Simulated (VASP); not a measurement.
Write the native input for VASP 6.6.1 that does the following.

| Property | Result |
| --- | --- |
| Task | single point |
| Functional | PBE |
| Potentials or basis | VASP PAW PBE potentials, release 64 (Al, N) |
| Cutoff | 520 eV |
| k mesh | 6 × 6 × 6 |
| Occupations | gaussian, width 0.1 eV |
| Spin | no spin polarisation |
| Dipole correction | no |
| Further INCAR settings | ALGO = Normal; EDIFF = 1e-06; NBANDS = 16 |

The structure of AlN lies in POSCAR:

```
AlN
1.0
    0.0000072507     -2.2015174895     -2.2012355800
   -2.2020796456     -0.0001038872     -2.2011163103
    2.2017731303      2.2008680840     -4.4018266333
Al N
2 2
Direct
    0.5000176598      0.4999937152      0.4999791811
    0.9999895216      0.0000076053     -0.0000149246
    0.8750190275      0.8749812507      0.3750161306
    0.3749737910      0.3750174289      0.8750196129
```

These files were run (other wordings do the same):

INCAR

```
SYSTEM = AlN
PREC = Accurate
ENCUT = 520
EDIFF = 1E-6
ISMEAR = 0
SIGMA = 0.1
LREAL = .False.
LASPH = .True.
NELM = 80
ALGO = Normal
ISIF = 2
LWAVE = .False.
LCHARG = .False.
GGA = PE
NBANDS = 16
```

KPOINTS

```
regular mesh
0
Gamma
  6 6 6
  0 0 0
```

Potentials or basis: VASP PAW PBE potentials, release 64 (Al, N).

Command:

```sh
$ cat potpaw_PBE.64/Al/POTCAR potpaw_PBE.64/N/POTCAR > POTCAR
$ mpirun -np 1 vasp_std > vasp.out
```

Results of the run:

| Quantity | Value |
| --- | --- |
| Pressure | -0.2 GPa |
| Band gap on the k mesh | 3.30 eV |

It took 50 s on 1 thread of Intel Xeon 6975P-C, on a shared host, peak memory 0.2 GiB.
